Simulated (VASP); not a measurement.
A run of VASP 6.6.1 is set up as follows.

INCAR

```
SYSTEM = CuAu3
ALGO = Normal
EDIFF = 1E-8
ENCUT = 520
GGA = CA
ISIF = 2
ISMEAR = -1
LASPH = .True.
LCHARG = .False.
LEFG = .True.
LREAL = .False.
LWAVE = .False.
NBANDS = 30
NELM = 60
PREC = Accurate
SIGMA = 0.05
```

Contents of KPOINTS:

```
k-points
0
Gamma
  9 9 9
  0 0 0
```

Contents of POSCAR:

```
CuAu3
1.0
    3.9800000000      0.0000000000      0.0000000000
    0.0000000000      3.9800000000      0.0000000000
    0.0000000000      0.0000000000      4.0198000000
Cu Au
1 3
Direct
    0.0000000000      0.0000000000      0.0000000000
    0.0000000000      0.5000000000      0.5000000000
    0.5000000000      0.0000000000      0.5000000000
    0.5000000000      0.5000000000      0.0000000000
```

Potentials or basis: VASP PAW LDA potentials, release 64 (Cu, Au).

Command:

```sh
$ cat potpaw_LDA.64/Cu/POTCAR potpaw_LDA.64/Au/POTCAR > POTCAR
$ mpirun -np 1 vasp_std > vasp.out
```

Task: Estimate the band gap on the k mesh.

Result: Zero (band 22 reaches 9.87 eV, above the bottom of band 23 at 8.35 eV).

Task: Predict the pressure.

Result: -6.7 GPa.

Electric field gradients, principal values (V/Å²):
| atom | least | middle | greatest (by size) |
| --- | --- | --- | --- |
| 1 Cu | -0.161 | -0.161 | 0.322 |
| 2 Au | 33.201 | 40.610 | -73.810 |
| 3 Au | 33.201 | 40.610 | -73.810 |
| 4 Au | 36.890 | 36.890 | -73.780 |

Caveat: the cell differs from its parent crystal (zz strain of +1 %); without QUAD_EFG the Cq values of the log hold for a quadrupole moment of 1 mb, not for the nuclei; spin-orbit coupling is left out, which moves the levels of the heavy elements.
